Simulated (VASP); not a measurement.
## Pt: single point with LDA+U

Pt:

```xyz
2
Lattice="0.0000 2.4466 2.4466 2.4466 0.0000 2.4466 2.4466 2.4466 0.0000" Properties=species:S:1:pos:R:3 pbc="T T T"
Pt   -0.6117   -0.6117   -0.6117
Pt    0.6117    0.6117    0.6117
```

```json
{
  "Program": "VASP 6.6.1",
  "Task": "single point",
  "Functional": "LDA",
  "Potentials or basis": "VASP PAW LDA potentials, release 64 (Pt)",
  "Cutoff": "520 eV",
  "k mesh": "12 × 12 × 12",
  "Occupations": "tetrahedron",
  "Spin": "no spin polarisation",
  "Hubbard terms": "Pt d U = 2.0 eV",
  "Dipole correction": "no",
  "Further INCAR settings": "ALGO = Normal; EDIFF = 1e-07; NBANDS = 17"
}
```

| Item | Value |
| --- | --- |
| Pressure | 160.2 GPa |
| Band gap on the k mesh | zero (band 10 reaches 13.11 eV, above the bottom of band 11 at 11.88 eV) |

Levels at points of the mesh, in eV from the Fermi level:
| k point | band 7 | band 8 | band 9 | band 10 | band 11 | band 12 | band 13 | band 14 |
| --- | --- | --- | --- | --- | --- | --- | --- | --- |
| (0.00, 0.00, 0.00) | -3.78 | -3.78 | -3.78 | 0.20 | 0.20 | 12.04 | 12.53 | 13.08 |
| (0.50, 0.00, 0.00) | -3.26 | -2.61 | -2.61 | -0.76 | -0.76 | 1.20 | 9.76 | 11.52 |
| (0.50, 0.50, 0.00) | -5.34 | -5.34 | -0.32 | -0.32 | 1.88 | 1.88 | 4.20 | 4.20 |

Eigenvalues of the final occupation matrices:
```
    site  spin  trace               eigenvalues
site 1 d     1   4.41  0.87 0.87 0.89 0.89 0.89
site 1 d     2   4.41  0.87 0.87 0.89 0.89 0.89
site 2 d     1   4.41  0.87 0.87 0.89 0.89 0.89
site 2 d     2   4.41  0.87 0.87 0.89 0.89 0.89
```

It took 19 s on 1 thread of AMD EPYC 9R45 96-Core Processor (Zen 5) (shared host), peak memory 0.13 GiB.

Caveat: spin-orbit coupling is left out, which moves the levels of the heavy elements; U without spin polarisation on a metal has little footing; the U is typed as a test and isn't derived for this compound.
